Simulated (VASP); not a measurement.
# KI (F-43m) in VASP: a series of runs, part 2 of 2

VASP 6.6.1. The steps go on from the part before.

**4. Single point, PBE (volume changed by -3%)**

Contents of INCAR:

```
ALGO = Normal ; EDIFF = 1E-7
ENCUT = 520 ; GGA = PE
ISIF = 2 ; ISMEAR = 0
LASPH = T ; LCHARG = T
LELF = T ; LREAL = F
LVHAR = T ; LWAVE = F
NBANDS = 15 ; NELM = 60
PREC = Accurate ; SIGMA = 0.01
```

Contents of KPOINTS:

```
k-points
0
Gamma
  4 4 4
```

Contents of POSCAR:

```
KI
1.0
    0.0000000000      3.9569913786      3.9569913786
    3.9569913786      0.0000000000      3.9569913786
    3.9569913786      3.9569913786      0.0000000000
K I
1 1
Direct
    0.0000000000      0.0000000000      0.0000000000
    0.2500000000      0.2500000000      0.2500000000
```

Potentials or basis: VASP PAW PBE potentials, release 64 (K_sv, I).

On the command line:

```bash
$ cat potpaw_PBE.64/K_sv/POTCAR potpaw_PBE.64/I/POTCAR > POTCAR
$ mpirun -np 1 vasp_std > vasp.out
```

OUTCAR:

```text
EDIFF = 1E-7
   ENCUT = 520
   GGA = PE
   ISIF = 2
   ISMEAR = 0
   LASPH = T
   LREAL = F
   NELM = 60
   PREC = Accurate

 ion  position               nearest neighbor table
   1  0.000  0.000  0.000-   2 3.43   2 3.43   2 3.43   2 3.43
   2  0.250  0.250  0.250-   1 3.43   1 3.43   1 3.43   1 3.43

  LATTYP: Found a face centered cubic cell.
 ALAT       =     7.9139827572

  Lattice vectors:

 A1 = (   0.0000000000,   3.9569913786,   3.9569913786)
 A2 = (   3.9569913786,   0.0000000000,   3.9569913786)
 A3 = (   3.9569913786,   3.9569913786,   0.0000000000)

Analysis of symmetry for initial positions (statically):
=====================================================================
 Subroutine PRICEL returns:
 Original cell was already a primitive cell.

 Routine SETGRP: Setting up the symmetry group for a
 face centered cubic supercell.

 Subroutine GETGRP returns: Found 24 space group operations
 (whereof 24 operations were pure point group operations)
 out of a pool of 48 trial point group operations.

The static configuration has the point symmetry T_d .

Analysis of symmetry for dynamics (positions and initial velocities):
=====================================================================
 Subroutine PRICEL returns:
 Original cell was already a primitive cell.

 Routine SETGRP: Setting up the symmetry group for a
 face centered cubic supercell.

 Subroutine GETGRP returns: Found 24 space group operations
 (whereof 24 operations were pure point group operations)
 out of a pool of 48 trial point group operations.

The dynamic configuration has the point symmetry T_d .

 Subroutine INISYM returns: Found 24 space group operations
 (whereof 24 operations are pure point group operations),
 and found     1 'primitive' translations

----------------------------------------------------------------------------------------

                                     Primitive cell

  volume of cell :     123.9154

  direct lattice vectors                    reciprocal lattice vectors
     0.000000000  3.956991379  3.956991379    -0.126358628  0.126358628  0.126358628
     3.956991379  0.000000000  3.956991379     0.126358628 -0.126358628  0.126358628
     3.956991379  3.956991379  0.000000000     0.126358628  0.126358628 -0.126358628

  length of vectors
     5.596030874  5.596030874  5.596030874     0.218859563  0.218859563  0.218859563

  position of ions in fractional coordinates (direct lattice)
     0.000000000  0.000000000  0.000000000
     0.250000000  0.250000000  0.250000000

  ion indices of the primitive-cell ions
   primitive index   ion index
                 1           1
                 2           2

----------------------------------------------------------------------------------------

 KPOINTS: k-points

Automatic generation of k-mesh.
 Grid dimensions read from file:
 generate k-points for:    4    4    4

 Generating k-lattice:

  Cartesian coordinates                     Fractional coordinates (reciprocal lattice)
    -0.031589657  0.031589657  0.031589657     0.250000000  0.000000000  0.000000000
     0.031589657 -0.031589657  0.031589657     0.000000000  0.250000000  0.000000000
     0.031589657  0.031589657 -0.031589657     0.000000000  0.000000000  0.250000000

  Length of vectors
[... 21 lines left out ...]
   number of dos      NEDOS =    301   number of ions     NIONS =      2
   total plane-waves  NPLWV =  74088
   dimension x,y,z NGX =    42 NGY =   42 NGZ =   42
   dimension x,y,z NGXF=    84 NGYF=   84 NGZF=   84
   ions per type =               1   1
   NGX,Y,Z   is equivalent  to a cutoff of  12.48, 12.48, 12.48 a.u.
   NGXF,Y,Z  is equivalent  to a cutoff of  24.95, 24.95, 24.95 a.u.
 SYSTEM =  unknown system
   PREC   = accura    normal or accurate (medium, high low for compatibility)
   ISTART =      0    job   : 0-new  1-cont  2-samecut
   ICHARG =      2    charge: 1-file 2-atom 10-const
   ISPIN  =      1    spin polarized calculation?
   LNONCOLLINEAR =      F non collinear calculations
   LSORBIT =      F    spin-orbit coupling
   LASPH  =      T    aspherical Exc in radial PAW
   ENCUT  =  520.0 eV  38.22 Ry    6.18 a.u.  10.40 10.40 10.40*2*pi/ulx,y,z
   NELM   =     60;   NELMIN=  2; NELMDL= -5     # of ELM steps
   EDIFF  = 0.1E-06   stopping-criterion for ELM
   LREAL  =      F    real-space projection
   EDIFFG = 0.1E-05   stopping-criterion for IOM
   NSW    =      0    number of steps for IOM
   IBRION =     -1    ionic relax: 0-MD 1-quasi-New 2-CG
   NFREE  =      0    steps in history (QN), initial steepest desc. (CG)
   ISIF   =      2    stress and relaxation
   ISYM   =      2    0-nonsym 1-usesym 2-fastsym
   POTIM  = 0.5000    time-step for ionic-motion
   TEBEG  =    0.0;   TEEND  =   0.0 temperature during run
   PSTRESS=    0.0 pullay stress
   NELECT =      16.0000    total number of electrons
   NUPDOWN=      -1.0000    fix difference up-down
   EMIN   =  10.00;   EMAX   =-10.00  energy-range for DOS
   EFERMI =   0.00;   METHOD = LEGACY
   ISMEAR =     0;   SIGMA  =   0.01  broadening in eV -4-tet -1-fermi 0-gaus
   EFERMI_NEDOS =   21; number of points for ismear=-14 and -15
   IALGO  =     38    algorithm
   IMIX   =      4    mixing-type and parameters
     AMIX     =   0.40;   BMIX     =  1.00
     AMIX_MAG =   1.60;   BMIX_MAG =  1.00
  volume/ion in A,a.u.               =      61.96       418.11
  Fermi-wavevector in a.u.,A,eV,Ry     =   0.827446  1.563646  9.315461  0.684667
  Thomas-Fermi vector in A             =   1.939652
   LORBIT       =      0    0 simple, 1 ext, 2 COOP (PROOUT), +10 PAW based schemes
   GGA     = PE    functional components
   LHFCALC =     F    Hartree Fock is set to
   AEXX    =    0.0000 exact exchange contribution
   IVDW    =     0    specifies the selected vdW correction
   LEPSILON=     F    determine dielectric tensor
   LRPA    =     F    only Hartree local field effects (RPA)
 non-spin polarized calculation
 Gauss-broadening in eV      SIGMA  =   0.01
  energy-cutoff  :      520.00
  volume of cell :      123.92
 maximum number of plane-waves:      3383
 NGX is ok and might be reduce to    42
   NGX = 21   NGY = 21   NGZ = 21

 number of electron      16.0000002 magnetization

 Free energy of the ion-electron system (eV)
  ---------------------------------------------------
  ext. energy  EPLUGINS =         0.00000000
  ---------------------------------------------------
  free energy    TOTEN  =        -5.38482552 eV

  energy without entropy =       -5.38482552  energy(sigma->0) =       -5.38482552

 E-fermi :  -2.0942     XC(G=0):  -5.7531

 val. band max:       -2.1645838100   @ k =   0.0000   0.0000   0.0000
 cond. band min:       1.7774189865   @ k =   0.0000   0.0000   0.0000
 fundamental gap:      3.9420027965
 Fermi energy:        -2.0942284490

 k-point     1 :       0.0000    0.0000    0.0000
  band No.  band energies     occupation
      1     -30.6116      2.00000
      2     -14.1073      2.00000
      3     -14.1073      2.00000
      4     -14.1073      2.00000
      5     -12.1812      2.00000
      6      -2.1646      2.00000
      7      -2.1646      2.00000
      8      -2.1646      2.00000
      9       1.7774      0.00000
     10       5.3873      0.00000
     11       5.3873      0.00000
     12       6.0145      0.00000
     13       6.0145      0.00000
     14       6.0145      0.00000
[... 113 lines left out ...]
      2     -14.1760      2.00000
      3     -14.1172      2.00000
      4     -14.1146      2.00000
      5     -12.0477      2.00000
      6      -2.4795      2.00000
      7      -2.4106      2.00000
      8      -2.2317      2.00000
      9       3.4414      0.00000
     10       4.3169      0.00000
     11       5.2835      0.00000
     12       5.4487      0.00000
     13       6.2739      0.00000
     14       6.6529      0.00000
     15       7.0309      0.00000

------------------------ aborting loop because EDIFF is reached ----------------------------------------

  FORCE on cell =-STRESS in cart. coord.  units (eV):
  Direction    XX          YY          ZZ          XY          YZ          ZX
  --------------------------------------------------------------------------------------
  -------------------------------------------------------------------------------------
  Total        0.1825591      0.1825591      0.1825591      0.0000000     -0.0000000      0.0000000
  in kB        2.3604174      2.3604174      2.3604174      0.0000000     -0.0000000      0.0000000
  external PRESSURE =       2.3604174 kB  Pullay stress =       0.0000000 kB

 VOLUME and BASIS-vectors are now :
 -----------------------------------------------------------------------------
  energy-cutoff  :      520.00
  volume of cell :      123.92
      direct lattice vectors                 reciprocal lattice vectors
     0.000000000  3.956991379  3.956991379    -0.126358628  0.126358628  0.126358628
     3.956991379  0.000000000  3.956991379     0.126358628 -0.126358628  0.126358628
     3.956991379  3.956991379  0.000000000     0.126358628  0.126358628 -0.126358628

 POSITION                                       TOTAL-FORCE (eV/Angst)
 -----------------------------------------------------------------------------------
      0.00000      0.00000      0.00000         0.000000      0.000000     -0.000000
      1.97850      1.97850      1.97850        -0.000000     -0.000000      0.000000
 -----------------------------------------------------------------------------------
    total drift:                               -0.000000     -0.000000     -0.000000

  FREE ENERGIE OF THE ION-ELECTRON SYSTEM (eV)
  ---------------------------------------------------
  free  energy   TOTEN  =        -5.3848255219 eV

  energy  without entropy=       -5.3848255219  energy(sigma->0) =       -5.38482552
```

OSZICAR:

```text
N       E                     dE             d eps       ncg     rms          rms(c)
DAV:   1     0.865962994679E+02    0.86596E+02   -0.61102E+03   240   0.867E+02
DAV:   2     0.158718704768E+01   -0.85009E+02   -0.78569E+02   303   0.197E+02
DAV:   3    -0.508491678140E+01   -0.66721E+01   -0.66374E+01   345   0.466E+01
DAV:   4    -0.556481555750E+01   -0.47990E+00   -0.47982E+00   438   0.109E+01
DAV:   5    -0.556553679065E+01   -0.72123E-03   -0.72123E-03   338   0.537E-01    0.298E+00
DAV:   6    -0.538819652202E+01    0.17734E+00   -0.20042E-01   303   0.212E+00    0.218E+00
DAV:   7    -0.536548324117E+01    0.22713E-01   -0.21491E-01   324   0.192E+00    0.936E-01
DAV:   8    -0.538142153650E+01   -0.15938E-01   -0.22872E-02   294   0.836E-01    0.153E-01
DAV:   9    -0.538382220985E+01   -0.24007E-02   -0.37672E-03   275   0.268E-01    0.104E-01
DAV:  10    -0.538470278777E+01   -0.88058E-03   -0.59116E-04   248   0.143E-01    0.247E-02
DAV:  11    -0.538480157883E+01   -0.98791E-04   -0.14543E-04   303   0.627E-02    0.229E-02
DAV:  12    -0.538482433894E+01   -0.22760E-04   -0.24125E-05   254   0.336E-02    0.920E-03
DAV:  13    -0.538482499424E+01   -0.65529E-06   -0.49213E-07   363   0.496E-03    0.553E-03
DAV:  14    -0.538482552172E+01   -0.52748E-06   -0.97694E-07   254   0.466E-03    0.728E-04
DAV:  15    -0.538482552192E+01   -0.20009E-09   -0.66301E-08   242   0.145E-03
   1 F= -.53848255E+01 E0= -.53848255E+01  d E =-.907947E-25
```

stdout:

```text
POSCAR found type information on POSCAR K I
 POSCAR found :  2 types and       2 ions
 scaLAPACK will be used
 LDA part: xc-table for (Slater+PW92), standard interpolation
 POSCAR, INCAR and KPOINTS ok, starting setup
 FFT: planning ... GRIDC
 FFT: planning ... GRID_SOFT
 FFT: planning ... GRID
 WAVECAR not read
 entering main loop
```

It took 13 s on 1 thread of AMD EPYC 9R45 (Zen 5), shared host; peak memory 0.22 GiB.

Results:

* Free energy: -5.3848 eV
* Pressure: 0.2 GPa
* Band gap on the k mesh: 3.94 eV, direct

Levels at points of the mesh, in eV from the valence-band top:
| k point | band 4 | band 5 | band 6 | band 7 | band 8 | band 9 | band 10 | band 11 | band 12 | band 13 |
| --- | --- | --- | --- | --- | --- | --- | --- | --- | --- | --- |
| (0.00, 0.00, 0.00) | -11.94 | -10.02 | 0.00 | 0.00 | 0.00 | 3.94 | 7.55 | 7.55 | 8.18 | 8.18 |
| (0.50, 0.00, 0.00) | -11.95 | -9.92 | -0.47 | -0.01 | -0.01 | 5.68 | 6.52 | 7.13 | 7.13 | 8.47 |
| (0.50, 0.50, 0.00) | -11.95 | -9.88 | -0.49 | -0.06 | -0.06 | 5.29 | 6.26 | 7.95 | 8.37 | 8.37 |

Caveat: spin-orbit coupling is left out, which moves the levels of the heavy elements.

**5. Overview**

```csv
cell,gap on the mesh (eV),pressure (GPa)
"a = 5.538 Å, angles 60.0°, 2 atoms",3.99,0.5
"a = 5.653 Å, angles 60.0°, 2 atoms",3.89,0.0
"a = 5.596 Å, angles 60.0°, 2 atoms",3.94,0.2
```

Alike in all rows: task single point; level PBE; potentials or basis VASP PAW PBE potentials, release 64 (K_sv, I); no spin polarisation; k mesh 4 × 4 × 4; cutoff (eV) 520; smearing gaussian 0.01 eV.

Caveats: spin-orbit coupling is left out, which moves the levels of the heavy elements.

Total energies depend on the potentials used, so only differences within one code and one set of settings carry meaning.
